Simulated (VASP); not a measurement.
# Si32O (a cell with a defect) in VASP: further runs

The runs below take Si32O (a cell with a defect) through single point, with PBE.

Program: VASP 6.6.1. These are calculated values, not measurements. Logs are shortened: lines on timing, memory, paths and dates and some standing lists are left out, and cuts for length are marked.

## Step 1: The cell of the first run

The cell holds a defect, 33 atoms: a = 9.474 Å, b = 9.474 Å, c = 9.474 Å, α = 109.47°, β = 109.47°, γ = 109.47°.

## Step 2: Single point, PBE

INCAR reads:

```
SYSTEM = Si32O
PREC = Accurate
ENCUT = 520
EDIFF = 1E-7
ISMEAR = 0
SIGMA = 0.02
LREAL = Auto
LASPH = .True.
NELM = 60
ALGO = Normal
ISIF = 2
LWAVE = .False.
LCHARG = .False.
GGA = PE
NBANDS = 89
```

KPOINTS reads:

```
Automatic mesh
0
Gamma
  2 2 2
  0.5 0.5 0.5
```

POSCAR reads:

```
Si32O
1.0
    5.4700937548      5.4700937548      5.4700937548
    5.4700937548     -5.4700937548     -5.4700937548
   -5.4700937548      5.4700937548     -5.4700937548
Si O
32 1
Direct
    0.7491033397      0.7495998577      0.2489129183
   -0.0009530915      0.7503535011     -0.0016163343
    0.7435004192      0.4888420784      0.4940540549
    0.2489671221      0.7501501225      0.7493942853
   -0.0010593054      0.4994932669      0.2493896012
    0.4861410278      0.7427359899      0.4928035278
    0.2561279683      0.5119641684      0.0053986278
    0.7498808400      0.2490237025      0.7493291128
   -0.0006358209      0.2501556758      0.4989901677
    0.5033245541      0.5037018785      0.7589515255
    0.7500685882     -0.0005640671     -0.0018835143
    0.2643489426      0.2645789204      0.2739135867
    0.5090826821      0.2547111736      0.0038913410
   -0.0454461132     -0.0441216386      0.7098530983
    0.2497123562     -0.0001186451      0.4989945552
    0.4998185813      0.0010099461      0.2501633539
    0.5027346191      0.7559870425      0.2532758234
    0.7513439777      0.7518061270      0.0028357832
    0.5086708062      0.5091713460      0.5165211286
   -0.0099598841      0.7320711819      0.7389925440
    0.7534709065      0.5021090356      0.2521368119
    0.2429738062      0.7475973326      0.4972669797
    0.0006134264      0.5007485471      0.0006577584
    0.5005173810      0.2504963464      0.7501599943
    0.7478494306      0.2451393084      0.4980409152
    0.2501624399      0.5007941587      0.7502737949
    0.5005453513      0.0007072091      0.0006333529
    0.0018238261      0.2510188237      0.2496012063
    0.2910495818      0.2923661041      0.0463367744
    0.7290884176     -0.0114149780      0.7372860833
   -0.0022565427     -0.0018742823      0.4938323036
    0.2505832736      0.0021516085      0.2496588836
    0.1062912312      0.1149504978     -0.0960462514
```

Potentials or basis: VASP PAW PBE potentials, release 64 (Si, O).

The run is started by

```bash
> cat potpaw_PBE.64/Si/POTCAR potpaw_PBE.64/O/POTCAR > POTCAR
> mpirun -np 1 vasp_std > vasp.out
```

OUTCAR:

```text
SYSTEM = Si32O
   PREC = Accurate
   ENCUT = 520
   EDIFF = 1E-7
   ISMEAR = 0
   LREAL = Auto
   LASPH = .True.
   NELM = 60
   ISIF = 2
   GGA = PE

 ion  position               nearest neighbor table
   1  0.749  0.750  0.249-  31 2.34  18 2.35  17 2.37  21 2.37
   2  0.999  0.750  0.998-  18 2.37  20 2.38  23 2.38  32 2.38
   3  0.744  0.489  0.494-  20 2.32  25 2.34  19 2.37  21 2.37
   4  0.249  0.750  0.749-  22 2.36  20 2.37  26 2.37  27 2.38
   5  0.999  0.499  0.249-  22 2.34  21 2.34  28 2.36  23 2.37
   6  0.486  0.743  0.493-  30 2.32  22 2.33  17 2.37  19 2.37
[... 24 lines left out ...]
  31  0.998  0.998  0.494-   1 2.34  14 2.35  15 2.37   9 2.37
  32  0.251  0.002  0.250-  16 2.36  15 2.37  12 2.37   2 2.38
  33  0.106  0.115  0.904-  29 1.63  14 1.63

  LATTYP: Found a body centered cubic cell.
 ALAT       =    10.9401875096

  Lattice vectors:

 A1 = (   5.4700937548,   5.4700937548,   5.4700937548)
 A2 = (   5.4700937548,  -5.4700937548,  -5.4700937548)
 A3 = (  -5.4700937548,   5.4700937548,  -5.4700937548)

Analysis of symmetry for initial positions (statically):
=====================================================================
 Subroutine PRICEL returns:
 Original cell was already a primitive cell.

 Routine SETGRP: Setting up the symmetry group for a
 body centered cubic supercell.

 Subroutine GETGRP returns: Found  1 space group operations
 (whereof  1 operations were pure point group operations)
 out of a pool of 48 trial point group operations.

The static configuration has the point symmetry C_1 .

Analysis of symmetry for dynamics (positions and initial velocities):
=====================================================================
 Subroutine PRICEL returns:
 Original cell was already a primitive cell.

 Routine SETGRP: Setting up the symmetry group for a
 body centered cubic supercell.

 Subroutine GETGRP returns: Found  1 space group operations
 (whereof  1 operations were pure point group operations)
 out of a pool of 48 trial point group operations.

The dynamic configuration has the point symmetry C_1 .

 Subroutine INISYM returns: Found  1 space group operations
 (whereof  1 operations are pure point group operations),
 and found     1 'primitive' translations

----------------------------------------------------------------------------------------

                                     Primitive cell

  volume of cell :     654.7030

  direct lattice vectors                    reciprocal lattice vectors
     5.470093755  5.470093755  5.470093755     0.091406112  0.091406112  0.000000000
     5.470093755 -5.470093755 -5.470093755     0.091406112  0.000000000 -0.091406112
    -5.470093755  5.470093755 -5.470093755     0.000000000  0.091406112 -0.091406112

  length of vectors
     9.474480305  9.474480305  9.474480305     0.129267763  0.129267763  0.129267763

  position of ions in fractional coordinates (direct lattice)
     0.749103340  0.749599858  0.248912918
     0.999046908  0.750353501  0.998383666
     0.743500419  0.488842078  0.494054055
     0.248967122  0.750150123  0.749394285
     0.998940695  0.499493267  0.249389601
     0.486141028  0.742735990  0.492803528
[... 25 lines left out ...]
     0.250583274  0.002151609  0.249658884
     0.106291231  0.114950498  0.903953749

  ion indices of the primitive-cell ions
   primitive index   ion index
                 1           1
                 2           2
                 3           3
                 4           4
                 5           5
                 6           6
[... 25 lines left out ...]
                32          32
                33          33

----------------------------------------------------------------------------------------

 KPOINTS: Automatic mesh

Automatic generation of k-mesh.
 Grid dimensions read from file:
 generate k-points for:    2    2    2

 Generating k-lattice:

  Cartesian coordinates                     Fractional coordinates (reciprocal lattice)
     0.045703056  0.045703056  0.000000000     0.500000000  0.000000000  0.000000000
     0.045703056  0.000000000 -0.045703056     0.000000000  0.500000000  0.000000000
     0.000000000  0.045703056 -0.045703056     0.000000000  0.000000000  0.500000000

  Length of vectors
     0.064633881  0.064633881  0.064633881

  Shift w.r.t. Gamma in fractional coordinates (k-lattice)
     0.500000000  0.500000000  0.500000000

 Subroutine IBZKPT returns following result:
 ===========================================

 Found      4 irreducible k-points:

 Following reciprocal coordinates:
            Coordinates               Weight
  0.250000  0.250000  0.250000      2.000000
 -0.250000  0.250000  0.250000      2.000000
  0.250000 -0.250000  0.250000      2.000000
  0.250000  0.250000 -0.250000      2.000000
   k-points           NKPTS =      4   k-points in BZ     NKDIM =      4   number of bands    NBANDS=     89
   number of dos      NEDOS =    301   number of ions     NIONS =     33
   total plane-waves  NPLWV = 343000
   dimension x,y,z NGX =    70 NGY =   70 NGZ =   70
   dimension x,y,z NGXF=   140 NGYF=  140 NGZF=  140
   ions per type =              32   1
   NGX,Y,Z   is equivalent  to a cutoff of  12.28, 12.28, 12.28 a.u.
   NGXF,Y,Z  is equivalent  to a cutoff of  24.57, 24.57, 24.57 a.u.
 SYSTEM =  Si32O
   PREC   = accura    normal or accurate (medium, high low for compatibility)
   ISTART =      0    job   : 0-new  1-cont  2-samecut
   ICHARG =      2    charge: 1-file 2-atom 10-const
   ISPIN  =      1    spin polarized calculation?
   LNONCOLLINEAR =      F non collinear calculations
   LSORBIT =      F    spin-orbit coupling
   LASPH  =      T    aspherical Exc in radial PAW
   ENCUT  =  520.0 eV  38.22 Ry    6.18 a.u.  17.62 17.62 17.62*2*pi/ulx,y,z
   NELM   =     60;   NELMIN=  2; NELMDL= -5     # of ELM steps
   EDIFF  = 0.1E-06   stopping-criterion for ELM
   LREAL  =      T    real-space projection
   EDIFFG = 0.1E-05   stopping-criterion for IOM
   NSW    =      0    number of steps for IOM
   IBRION =     -1    ionic relax: 0-MD 1-quasi-New 2-CG
   NFREE  =      0    steps in history (QN), initial steepest desc. (CG)
   ISIF   =      2    stress and relaxation
   ISYM   =      2    0-nonsym 1-usesym 2-fastsym
   POTIM  = 0.5000    time-step for ionic-motion
   TEBEG  =    0.0;   TEEND  =   0.0 temperature during run
   PSTRESS=    0.0 pullay stress
   NELECT =     134.0000    total number of electrons
   NUPDOWN=      -1.0000    fix difference up-down
   EMIN   =  10.00;   EMAX   =-10.00  energy-range for DOS
   EFERMI =   0.00;   METHOD = LEGACY
   ISMEAR =     0;   SIGMA  =   0.02  broadening in eV -4-tet -1-fermi 0-gaus
   EFERMI_NEDOS =   21; number of points for ismear=-14 and -15
   IALGO  =     38    algorithm
   IMIX   =      4    mixing-type and parameters
     AMIX     =   0.40;   BMIX     =  1.00
     AMIX_MAG =   1.60;   BMIX_MAG =  1.00
  volume/ion in A,a.u.               =      19.84       133.88
  Fermi-wavevector in a.u.,A,eV,Ry     =   0.964780  1.823170 12.664311  0.930801
  Thomas-Fermi vector in A             =   2.094441
   LORBIT       =      0    0 simple, 1 ext, 2 COOP (PROOUT), +10 PAW based schemes
   GGA     = PE    functional components
   LHFCALC =     F    Hartree Fock is set to
   AEXX    =    0.0000 exact exchange contribution
   IVDW    =     0    specifies the selected vdW correction
   LEPSILON=     F    determine dielectric tensor
   LRPA    =     F    only Hartree local field effects (RPA)
 non-spin polarized calculation
 Gauss-broadening in eV      SIGMA  =   0.02
  energy-cutoff  :      520.00
  volume of cell :      654.70
 maximum number of plane-waves:     17628
 NGX is ok and might be reduce to    70
   NGX = 35   NGY = 35   NGZ = 35

 number of electron     134.0000003 magnetization

 Free energy of the ion-electron system (eV)
  ---------------------------------------------------
  ext. energy  EPLUGINS =         0.00000000
  ---------------------------------------------------
  free energy    TOTEN  =      -180.93691629 eV

  energy without entropy =     -180.93691629  energy(sigma->0) =     -180.93691629

 E-fermi :   5.2772     XC(G=0):  -9.3732

 val. band max:        5.1279651199   @ k =   0.2500   0.2500  -0.2500
 cond. band min:       6.4056160946   @ k =   0.2500   0.2500  -0.2500
 fundamental gap:      1.2776509747
 Fermi energy:         5.2772462748

 k-point     1 :       0.2500    0.2500    0.2500
  band No.  band energies     occupation
      1     -14.6773      2.00000
      2      -5.6025      2.00000
      3      -5.4006      2.00000
      4      -5.4002      2.00000
      5      -5.0768      2.00000
      6      -4.6474      2.00000
[... 71 lines left out ...]
     78       7.4496      0.00000
     79       7.4603      0.00000

 k-point     2 :      -0.2500    0.2500    0.2500
  band No.  band energies     occupation
      1     -14.6773      2.00000
      2      -5.8786      2.00000
      3      -5.2272      2.00000
      4      -4.9122      2.00000
      5      -4.8481      2.00000
      6      -4.7070      2.00000
[... 71 lines left out ...]
     78       8.0408      0.00000
     79       8.0516      0.00000

 k-point     3 :       0.2500   -0.2500    0.2500
  band No.  band energies     occupation
      1     -14.6773      2.00000
      2      -5.8788      2.00000
      3      -5.2259      2.00000
      4      -4.9120      2.00000
      5      -4.8483      2.00000
      6      -4.7080      2.00000
[... 71 lines left out ...]
     78       8.0416      0.00000
     79       8.0519      0.00000

 k-point     4 :       0.2500    0.2500   -0.2500
  band No.  band energies     occupation
      1     -14.6773      2.00000
      2      -5.8780      2.00000
      3      -5.2299      2.00000
      4      -4.9129      2.00000
      5      -4.8475      2.00000
      6      -4.7048      2.00000
[... 71 lines left out ...]
     78       8.0389      0.00000
     79       8.0511      0.00000
 [bands above 79 left out]

------------------------ aborting loop because EDIFF is reached ----------------------------------------

  FORCE on cell =-STRESS in cart. coord.  units (eV):
  Direction    XX          YY          ZZ          XY          YZ          ZX
  --------------------------------------------------------------------------------------
  -------------------------------------------------------------------------------------
  Total        6.8938628      6.9913850      6.9501244      4.5521827     -4.5647636     -4.5419428
  in kB       16.8705374     17.1091920     17.0082197     11.1400197    -11.1708077    -11.1149609
  external PRESSURE =      16.9959830 kB  Pullay stress =       0.0000000 kB

 VOLUME and BASIS-vectors are now :
 -----------------------------------------------------------------------------
  energy-cutoff  :      520.00
  volume of cell :      654.70
      direct lattice vectors                 reciprocal lattice vectors
     5.470093755  5.470093755  5.470093755     0.091406112  0.091406112  0.000000000
     5.470093755 -5.470093755 -5.470093755     0.091406112  0.000000000 -0.091406112
    -5.470093755  5.470093755 -5.470093755     0.000000000  0.091406112 -0.091406112

 POSITION                                       TOTAL-FORCE (eV/Angst)
 -----------------------------------------------------------------------------------
      6.83647      1.35886     -1.36429         0.000442      0.000423      0.000407
      4.10813      6.82163     -4.10088         0.000627     -0.000002     -0.001158
      4.03851      4.09553     -1.30952         0.001164      0.000922      0.000227
      1.36601      1.35774     -6.84078        -0.001656     -0.000196      0.002309
      6.83239      4.09621      1.36784         0.001861      0.000732     -0.002235
      4.02639      1.29208     -4.09928         0.000787     -0.000488     -0.002103
[... 25 lines left out ...]
      0.01683      2.72460     -0.00671         0.003727     -0.001240      0.001240
     -3.73450      4.89734     -4.99208        -0.011076      0.000876      0.002277
 -----------------------------------------------------------------------------------
    total drift:                                0.001247      0.029794     -0.014854

  FREE ENERGIE OF THE ION-ELECTRON SYSTEM (eV)
  ---------------------------------------------------
  free  energy   TOTEN  =      -180.9369162882 eV

  energy  without entropy=     -180.9369162882  energy(sigma->0) =     -180.93691629
```

It took 18 min on 1 thread of Oxide Virtual Turin-like, shared host; peak memory 0.69 GiB.

Results:

| Property | Result |
| --- | --- |
| Free energy | -180.9369 eV |
| Pressure | 1.7 GPa |
| Largest force | 0.051 eV/Å |
| Band gap on the k mesh | 1.28 eV |

Forces in eV/Å, atoms in the order of the input:
```
Si   0.000  0.000  0.000
Si   0.001  0.000 -0.001
Si   0.001  0.001  0.000
Si  -0.002  0.000  0.002
Si   0.002  0.001 -0.002
Si   0.001  0.000 -0.002
Si   0.005  0.002 -0.002
Si   0.000 -0.003  0.001
Si   0.000  0.001 -0.001
Si  -0.002  0.000 -0.001
Si   0.000  0.003  0.000
Si   0.004  0.000 -0.001
Si  -0.001 -0.002 -0.005
Si  -0.028 -0.027  0.033
Si  -0.001  0.000 -0.001
Si  -0.001  0.002  0.001
Si   0.001 -0.004 -0.002
Si  -0.002 -0.001  0.000
Si  -0.003  0.001 -0.001
Si   0.003 -0.004  0.000
Si   0.001  0.000  0.002
Si  -0.002  0.001  0.001
Si   0.000  0.002 -0.001
Si  -0.001 -0.001  0.000
Si  -0.001 -0.003  0.001
Si   0.000  0.000  0.000
Si   0.002  0.000 -0.003
Si   0.004 -0.002  0.000
Si   0.030  0.031 -0.028
Si  -0.001  0.001  0.004
Si  -0.003  0.002  0.000
Si   0.004 -0.001  0.001
O   -0.011  0.001  0.002
```

Levels at points of the mesh, in eV from the valence-band top:
```
           k point  band 65  band 66  band 67  band 68  band 69  band 70
(0.25, 0.25, 0.25)    -0.20    -0.10    -0.08     1.82     1.87     1.97
```

## Step 3: Single point, PBE

INCAR reads:

```
SYSTEM = Si32O
PREC     = Accurate       ! precision mode
ENCUT    = 520            ! plane-wave cutoff, eV
EDIFF    = 1E-7           ! SCF threshold, eV
ISMEAR   = 0              ! smearing method
SIGMA    = 0.02           ! smearing width, eV
LREAL    = Auto         
LASPH    = .TRUE.         ! aspherical terms in the spheres
NELM     = 100            ! most SCF steps
ALGO     = Normal         ! electronic algorithm
ISIF     = 2              ! what is computed and relaxed
LWAVE    = .FALSE.        ! write WAVECAR
LCHARG   = .TRUE.         ! write CHGCAR
GGA      = PE             ! functional
LELF     = .TRUE.         ! ELF
LVHAR    = .TRUE.       
NBANDS   = 89             ! bands
```

KPOINTS is that of step 2.

POSCAR reads:

```
Si32O
1.0
    5.4700937548      5.4700937548      5.4700937548
    5.4700937548     -5.4700937548     -5.4700937548
   -5.4700937548      5.4700937548     -5.4700937548
Si O
32 1
Direct
    0.7493079979      0.7497399832      0.2486560671
   -0.0008878276      0.7507074255     -0.0021987740
    0.7422727438      0.4864637828      0.4923526215
    0.2486805640      0.7505548687      0.7490649491
    0.0008662557      0.5005086974      0.2499706698
    0.4887922620      0.7442519603      0.4939102730
    0.2541381487      0.5093627504      0.0033782785
    0.7498248995      0.2496477321      0.7491440154
   -0.0004124244      0.2503272451      0.4986915439
    0.5033580087      0.5039051657      0.7586566494
    0.7499910758     -0.0003824432     -0.0019004245
    0.2642323998      0.2649971033      0.2736395512
    0.5118960708      0.2569508061      0.0052714819
   -0.0442931165     -0.0448727227      0.7096376541
    0.2498128115     -0.0000723936      0.4986679611
    0.4991096355     -0.0006433162      0.2490406127
    0.5016480746      0.7537996029      0.2516966914
    0.7514743228      0.7519145346      0.0025398102
    0.5088771097      0.5092867005      0.5162519376
   -0.0119654256      0.7294030375      0.7367901138
    0.7558910661      0.5034705297      0.2531029745
    0.2450166414      0.7485206257      0.4978475913
    0.0003656244      0.5012092339      0.0003710174
    0.5004270718      0.2507394866      0.7499673102
    0.7472268636      0.2433816603      0.4969155232
    0.2501634453      0.5011651761      0.7498463799
    0.5004199421      0.0012909285      0.0004128814
    0.0017867153      0.2511690040      0.2493387794
    0.2920832022      0.2915221514      0.0460202350
    0.7320620413     -0.0091026776      0.7389137520
   -0.0021674217     -0.0016039030      0.4936018688
    0.2507171836      0.0024543455      0.2492979209
    0.1155258992      0.1059379466     -0.0962303433
```

Potentials or basis: VASP PAW PBE potentials, release 64 (Si, O).

The run is started by

```bash
> cat potpaw_PBE.64/Si/POTCAR potpaw_PBE.64/O/POTCAR > POTCAR
> mpirun -np 1 vasp_std > vasp.out
```

It took 20 min on 1 thread of Oxide Virtual Turin-like, shared host; peak memory 0.69 GiB.

It converged, with:

| Property | Result |
| --- | --- |
| Free energy | -180.9368 eV |
| Pressure | 1.7 GPa |
| Largest force | 0.054 eV/Å |
| Band gap on the k mesh | 1.28 eV |

Forces in eV/Å, atoms in the order of the input:
```
Si  -0.001  0.001  0.000
Si  -0.001  0.000 -0.002
Si   0.003  0.002  0.001
Si  -0.001  0.000  0.003
Si   0.000 -0.002  0.000
Si   0.001  0.001 -0.001
Si   0.001  0.004  0.000
Si  -0.003 -0.001  0.002
Si   0.000  0.001 -0.002
Si  -0.002  0.000 -0.001
Si   0.001  0.003 -0.001
Si   0.003  0.000 -0.003
Si   0.003  0.001 -0.001
Si  -0.030 -0.030  0.029
Si  -0.001  0.002  0.000
Si   0.002  0.002  0.001
Si   0.001 -0.004 -0.001
Si  -0.001  0.000  0.000
Si  -0.004  0.000 -0.001
Si   0.000 -0.006 -0.002
Si   0.001  0.002  0.003
Si   0.000 -0.001  0.002
Si   0.000 -0.001  0.001
Si   0.001  0.000 -0.001
Si  -0.001 -0.003 -0.001
Si   0.001  0.001  0.000
Si  -0.001 -0.002 -0.001
Si   0.004  0.000  0.000
Si   0.030  0.032 -0.031
Si   0.002  0.000  0.004
Si  -0.002  0.000 -0.001
Si   0.002  0.000  0.001
O   -0.009 -0.005  0.003
```

Stress tensor (GPa, compression positive):
```
 1.68  1.11 -1.11
 1.11  1.70 -1.12
-1.11 -1.12  1.71
```

Levels at points of the mesh, in eV from the valence-band top:
| k point | band 63 | band 64 | band 65 | band 66 | band 67 | band 68 | band 69 | band 70 | band 71 | band 72 |
| --- | --- | --- | --- | --- | --- | --- | --- | --- | --- | --- |
| (0.25, 0.25, 0.25) | -0.24 | -0.24 | -0.20 | -0.10 | -0.08 | 1.82 | 1.87 | 1.97 | 1.98 | 2.00 |
